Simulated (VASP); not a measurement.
**CaO: single point with PBE**

The system is CaO.

```
CELL_PARAMETERS angstrom
0.00000 2.54696 2.25308
2.54696 0.00000 2.25308
2.54696 2.54696 0.00000
ATOMIC_POSITIONS crystal
Ca 0.00000 0.00000 0.00000
O 0.50000 0.50000 0.50000
```

This cell differs from its parent crystal: strain +0.040 along x and y, -0.080 along z.

```json
{
 "Program": "VASP 6.6.1",
 "Task": "single point",
 "Functional": "PBE",
 "Potentials or basis": "VASP PAW PBE potentials, release 64 (Ca_sv, O)",
 "Cutoff": "600 eV",
 "k mesh": "8 × 8 × 8",
 "Occupations": "gaussian, width 0.05 eV",
 "Spin": "no spin polarisation",
 "Dipole correction": "no",
 "Further INCAR settings": "ALGO = Normal; EDIFF = 1e-06; NBANDS = 15"
}
```

```
Pressure               : 0.4 GPa
Band gap on the k mesh : 3.19 eV (least direct gap 3.74 eV)
```

Stress tensor (GPa, compression positive):
```
-6.28  0.00  0.00
 0.00 -6.28  0.00
 0.00  0.00 13.69
```

Levels at points of the mesh, in eV from the valence-band top:
```csv
k point,band 4,band 5,band 6,band 7,band 8,band 9,band 10,band 11,band 12,band 13
"(0.00, 0.00, 0.00)",-18.75,-15.69,-0.32,-0.32,0.00,3.74,5.73,5.73,6.46,6.80
"(0.50, 0.00, 0.00)",-18.80,-14.51,-2.75,-1.42,-1.38,6.58,7.81,7.98,8.02,9.33
"(0.50, 0.50, 0.00)",-19.08,-15.46,-1.02,-0.81,-0.81,3.19,7.73,8.46,9.02,9.02
"(0.50, 0.00, 0.50)",-18.92,-15.47,-1.73,-0.60,-0.32,3.66,7.15,8.61,8.75,9.29
```

It took 53 s on 1 thread of Intel Xeon 8259CL, with other jobs on the host, peak memory 0.18 GiB.

Caveat: the cell differs from its parent crystal (strain +0.040 along x and y, -0.080 along z); the stress differs along the axes, from -6 to 14 GPa. A k mesh can miss the band edges.
